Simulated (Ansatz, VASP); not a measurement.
**NiCl4 in VASP and in Ansatz**

The input INCAR:

```
  PREC = Accurate
  ENCUT = 520
  EDIFF = 1E-6
  ISMEAR = -1
  SIGMA = 0.1
  LREAL = False
  LASPH = True
  NELM = 60
  ALGO = Normal
  ISIF = 2
  LWAVE = False
  LCHARG = False
  GGA = PE
  NBANDS = 27
```

File KPOINTS:

```
Automatic mesh
0
Gamma
  3 3 5
```

The input POSCAR:

```
NiCl4
1.0
    3.9683770000      4.1670710000      0.0000000000
    3.9683770000     -4.1670710000      0.0000000000
    0.0000000000      0.0000000000     -3.5634810000
Cl Ni
4 1
Direct
    0.1894000000      0.8106000000      0.5000000000
    0.8106000000      0.1894000000      0.5000000000
    0.2852000000      0.2852000000      0.0000000000
    0.7148000000      0.7148000000      0.0000000000
    0.0000000000      0.0000000000      0.0000000000
```

Input for Ansatz:

```yaml
crystal:
  lattice:
    - [3.968377, 4.167071, 0.0]
    - [3.968377, -4.167071, 0.0]
    - [0.0, 0.0, -3.563481]
  atoms:
    - { symbol: Cl, position: [0.1894, 0.8106, 0.5] }
    - { symbol: Cl, position: [0.8106, 0.1894, 0.5] }
    - { symbol: Ni, position: [0.0, 0.0, 0.0] }
    - { symbol: Cl, position: [0.2852, 0.2852, 0.0] }
    - { symbol: Cl, position: [0.7148, 0.7148, 0.0] }
  symmetry: { tolerance: 0.0003 }
kpoints:
  mp_grid: { grid: [3, 3, 5], shift: [0, 0, 0] }
magnetization:
  spin_polarized: false
scf:
  occupations: { method: fermi_dirac }
hamiltonian:
  pseudopotentials: { kind: paw }
  xc: pbe
basis:
  ecutwfc: 420
output:
  forces: true
  stress: true
  eigenvalues: true
  write_density: true
  write_potential: true
  elf: true
  volumetric_format: npy
```

Alike in both runs: task single point; functional PBE; k mesh 3 × 3 × 5; no spin polarisation.

|  | VASP | Ansatz |
| --- | --- | --- |
| version | VASP 6.6.1 | Ansatz 0.2.0 |
| potentials or method | VASP PAW PBE potentials, release 64 (Cl, Ni), cutoff 520 eV | PAW plane waves |
| occupations | fermi-dirac, width 0.1 eV | fermi-dirac |
| valence electrons in the cell | 38 | 46 |

Ansatz gave:

| Quantity | Value |
| --- | --- |
| gap on the k mesh at the Fermi level (eV) | none |
| pressure (GPa) | -3.6 |
| rms of the force components (eV/Å) | 0.332 |

Q: What did VASP give for the same quantities?

A: gap on the k mesh at the Fermi level (eV): none; pressure (GPa): -3.6; rms of the force components (eV/Å): 0.327.

A gap of «none» marks a metal or a gap that the smearing closes. VASP's potentials hold 38 valence electrons a cell and Ansatz's 46, so a difference there can come from the potentials and not from the codes.

The k mesh is coarse, so the values compare programs but aren't converged.
